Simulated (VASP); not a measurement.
# Mo (Im-3m) in VASP: a series of runs

Mo is run at these levels: PBE; tasks: single point.

All numbers are computed with VASP 6.6.1; they aren't measurements. Logs are shortened: lines on timing, memory, paths and dates and some standing lists are left out, and cuts for length are marked.

## (1) The cell of the first run

Symmetry: Im-3m, No. 229, cubic system. The conventional cell has a = 3.163 Å, b = 3.163 Å, c = 3.163 Å, α = 90.00°, β = 90.00°, γ = 90.00°. Mo (site symmetry m-3m) has 14 Mo at 2.74 to 3.16 Å within 3.6 Å.

## (2) Single point, PBE

INCAR

```
PREC = Accurate ; ENCUT = 520
EDIFF = 1E-7 ; ISMEAR = 1
SIGMA = 0.01 ; LREAL = False
LASPH = True ; NELM = 80
ALGO = Normal ; ISIF = 2
LWAVE = False ; LCHARG = False
GGA = PE ; NBANDS = 13
```

KPOINTS

```
regular mesh
0
Gamma
  14 14 14
```

POSCAR

```
Mo
1.0
   -1.5813793950      1.5813793950      1.5813793950
    1.5813793950     -1.5813793950      1.5813793950
    1.5813793950      1.5813793950     -1.5813793950
Mo
1
Direct
    0.0000000000      0.0000000000      0.0000000000
```

Potentials or basis: VASP PAW PBE potentials, release 64 (Mo_sv).

The run is started by

```bash
cat potpaw_PBE.64/Mo_sv/POTCAR > POTCAR
mpirun -np 1 vasp_std > vasp.out
```

OUTCAR:

```text
PREC = Accurate
   ENCUT = 520
   EDIFF = 1E-7
   ISMEAR = 1
   LREAL = False
   LASPH = True
   NELM = 80
   ISIF = 2
   GGA = PE

 ion  position               nearest neighbor table
   1  0.000  0.000  0.000-

  LATTYP: Found a body centered cubic cell.
 ALAT       =     3.1627587900

  Lattice vectors:

 A1 = (  -1.5813793950,   1.5813793950,   1.5813793950)
 A2 = (   1.5813793950,  -1.5813793950,   1.5813793950)
 A3 = (   1.5813793950,   1.5813793950,  -1.5813793950)

Analysis of symmetry for initial positions (statically):
=====================================================================
 Subroutine PRICEL returns:
 Original cell was already a primitive cell.

 Routine SETGRP: Setting up the symmetry group for a
 body centered cubic supercell.

 Subroutine GETGRP returns: Found 48 space group operations
 (whereof 48 operations were pure point group operations)
 out of a pool of 48 trial point group operations.

The static configuration has the point symmetry O_h .

Analysis of symmetry for dynamics (positions and initial velocities):
=====================================================================
 Subroutine PRICEL returns:
 Original cell was already a primitive cell.

 Routine SETGRP: Setting up the symmetry group for a
 body centered cubic supercell.

 Subroutine GETGRP returns: Found 48 space group operations
 (whereof 48 operations were pure point group operations)
 out of a pool of 48 trial point group operations.

The dynamic configuration has the point symmetry O_h .

 Subroutine INISYM returns: Found 48 space group operations
 (whereof 48 operations are pure point group operations),
 and found     1 'primitive' translations

----------------------------------------------------------------------------------------

                                     Primitive cell

  volume of cell :      15.8186

  direct lattice vectors                    reciprocal lattice vectors
    -1.581379395  1.581379395  1.581379395     0.000000000  0.316179660  0.316179660
     1.581379395 -1.581379395  1.581379395     0.316179660  0.000000000  0.316179660
     1.581379395  1.581379395 -1.581379395     0.316179660  0.316179660  0.000000000

  length of vectors
     2.739029458  2.739029458  2.739029458     0.447145564  0.447145564  0.447145564

  position of ions in fractional coordinates (direct lattice)
     0.000000000  0.000000000  0.000000000

  ion indices of the primitive-cell ions
[... 81 lines left out ...]
   ISYM   =      2    0-nonsym 1-usesym 2-fastsym
   POTIM  = 0.5000    time-step for ionic-motion
   TEBEG  =    0.0;   TEEND  =   0.0 temperature during run
   PSTRESS=    0.0 pullay stress
   NELECT =      14.0000    total number of electrons
   NUPDOWN=      -1.0000    fix difference up-down
   EMIN   =  10.00;   EMAX   =-10.00  energy-range for DOS
   EFERMI =   0.00;   METHOD = LEGACY
   ISMEAR =     1;   SIGMA  =   0.01  broadening in eV -4-tet -1-fermi 0-gaus
   EFERMI_NEDOS =   21; number of points for ismear=-14 and -15
   IALGO  =     38    algorithm
   IMIX   =      4    mixing-type and parameters
     AMIX     =   0.40;   BMIX     =  1.00
     AMIX_MAG =   1.60;   BMIX_MAG =  1.00
  volume/ion in A,a.u.               =      15.82       106.75
  Fermi-wavevector in a.u.,A,eV,Ry     =   1.571791  2.970254 33.613555  2.470527
  Thomas-Fermi vector in A             =   2.673322
   LORBIT       =      0    0 simple, 1 ext, 2 COOP (PROOUT), +10 PAW based schemes
   GGA     = PE    functional components
   LHFCALC =     F    Hartree Fock is set to
   AEXX    =    0.0000 exact exchange contribution
   IVDW    =     0    specifies the selected vdW correction
   LEPSILON=     F    determine dielectric tensor
   LRPA    =     F    only Hartree local field effects (RPA)
 non-spin polarized calculation
 Methfessel and Paxton  Order N= 1 SIGMA  =   0.01
  energy-cutoff  :      520.00
  volume of cell :       15.82
 maximum number of plane-waves:       438
   NGX = 11   NGY = 11   NGZ = 11

 number of electron      14.0000004 magnetization

 Free energy of the ion-electron system (eV)
  ---------------------------------------------------
  ext. energy  EPLUGINS =         0.00000000
  ---------------------------------------------------
  free energy    TOTEN  =       -10.92143549 eV

  energy without entropy =      -10.92142451  energy(sigma->0) =      -10.92143183

 E-fermi :  12.4493     XC(G=0): -13.3273

 val. band max:       12.4221114013   @ k =  -0.2857   0.3571   0.1429
 cond. band min:      12.4509458106   @ k =  -0.3571   0.3571   0.2857
 fundamental gap:      0.0288344093
 Fermi energy:        12.4492672615

 k-point     1 :       0.0000    0.0000    0.0000
  band No.  band energies     occupation
      1     -48.9014      2.00000
      2     -22.1931      2.00000
      3     -22.1931      2.00000
      4     -22.1931      2.00000
      5       5.2064      2.00000
      6      11.0477      2.00000
      7      11.0477      2.00000
      8      11.0477      2.00000
      9      14.0303      0.00000
     10      14.0303      0.00000
     11      27.2177      0.00000
     12      27.2177      0.00000
     13      27.2177      0.00000
[... 354 lines left out ...]
  band No.  band energies     occupation
      1     -48.6195      2.00000
      2     -23.2267      2.00000
      3     -23.0203      2.00000
      4     -22.3612      2.00000
      5       8.5799      2.00000
      6       9.7569      2.00000
      7      10.4946      2.00000
      8      14.2476      0.00000
      9      14.7266      0.00000
     10      21.6476      0.00000
     11      22.4415      0.00000
     12      23.7692      0.00000
     13      29.5120      0.00000

 [... further k-points ...]

------------------------ aborting loop because EDIFF is reached ----------------------------------------

  FORCE on cell =-STRESS in cart. coord.  units (eV):
  Direction    XX          YY          ZZ          XY          YZ          ZX
  --------------------------------------------------------------------------------------
  -------------------------------------------------------------------------------------
  Total        0.0716287      0.0716287      0.0716287     -0.0000000     -0.0000000      0.0000000
  in kB        7.2548639      7.2548639      7.2548639     -0.0000000     -0.0000000      0.0000000
  external PRESSURE =       7.2548639 kB  Pullay stress =       0.0000000 kB

 VOLUME and BASIS-vectors are now :
 -----------------------------------------------------------------------------
  energy-cutoff  :      520.00
  volume of cell :       15.82
      direct lattice vectors                 reciprocal lattice vectors
    -1.581379395  1.581379395  1.581379395     0.000000000  0.316179660  0.316179660
     1.581379395 -1.581379395  1.581379395     0.316179660  0.000000000  0.316179660
     1.581379395  1.581379395 -1.581379395     0.316179660  0.316179660  0.000000000

 POSITION                                       TOTAL-FORCE (eV/Angst)
 -----------------------------------------------------------------------------------
      0.00000      0.00000      0.00000        -0.000000      0.000000     -0.000000
 -----------------------------------------------------------------------------------
    total drift:                                0.000000     -0.000000      0.000000

  FREE ENERGIE OF THE ION-ELECTRON SYSTEM (eV)
  ---------------------------------------------------
  free  energy   TOTEN  =       -10.9214354853 eV

  energy  without entropy=      -10.9214245065  energy(sigma->0) =      -10.92143183
```

stdout:

```text
POSCAR found type information on POSCAR Mo
 POSCAR found :  1 types and       1 ions
 scaLAPACK will be used
 LDA part: xc-table for (Slater+PW92), standard interpolation
 POSCAR, INCAR and KPOINTS ok, starting setup
 FFT: planning ... GRIDC
 FFT: planning ... GRID_SOFT
 FFT: planning ... GRID
 WAVECAR not read
 entering main loop
```

Wall time 11 s (1 thread of Intel Xeon 6975P-C, shared host); peak memory 0.14 GiB.

What came out:

| Property | Result |
| --- | --- |
| Free energy | -10.9214 eV |
| Pressure | 0.7 GPa |
| Band gap on the k mesh | zero (band 7 reaches 16.30 eV, above the bottom of band 8 at 11.05 eV) |

## (3) Single point, PBE

INCAR

```
PREC = Accurate
ENCUT = 520
EDIFF = 1E-6
ISMEAR = 1
SIGMA = 0.03
LREAL = False
LASPH = True
NELM = 100
ALGO = Normal
ISIF = 2
LWAVE = False
LCHARG = True
GGA = PE
LELF = True
LVHAR = True
NBANDS = 13
```

KPOINTS

```
Automatic mesh
0
Gamma
  14 14 14
```

POSCAR is that of step 2.

Potentials or basis: VASP PAW PBE potentials, release 64 (Mo_sv).

The run is started by

```bash
cat potpaw_PBE.64/Mo_sv/POTCAR > POTCAR
mpirun -np 1 vasp_std > vasp.out
```

It took 12 s on 1 thread of Intel Xeon 6975P-C, shared host; peak memory 0.14 GiB.

Results (log left out):

```
Free energy            : -10.9214 eV
Pressure               : 0.7 GPa
Band gap on the k mesh : zero (band 7 reaches 16.30 eV, above the bottom of band 8 at 11.05 eV)
```

Levels at points of the mesh, in eV from the Fermi level:
| k point | band 5 | band 6 | band 7 | band 8 | band 9 | band 10 |
| --- | --- | --- | --- | --- | --- | --- |
| (0.00, 0.00, 0.00) | -7.24 | -1.39 | -1.39 | -1.39 | 1.59 | 1.59 |
| (0.50, 0.00, 0.00) | -5.30 | -3.40 | 1.54 | 1.61 | 2.23 | 4.60 |
| (0.50, 0.50, 0.50) | -5.39 | -5.39 | 3.85 | 3.85 | 3.85 | 8.93 |
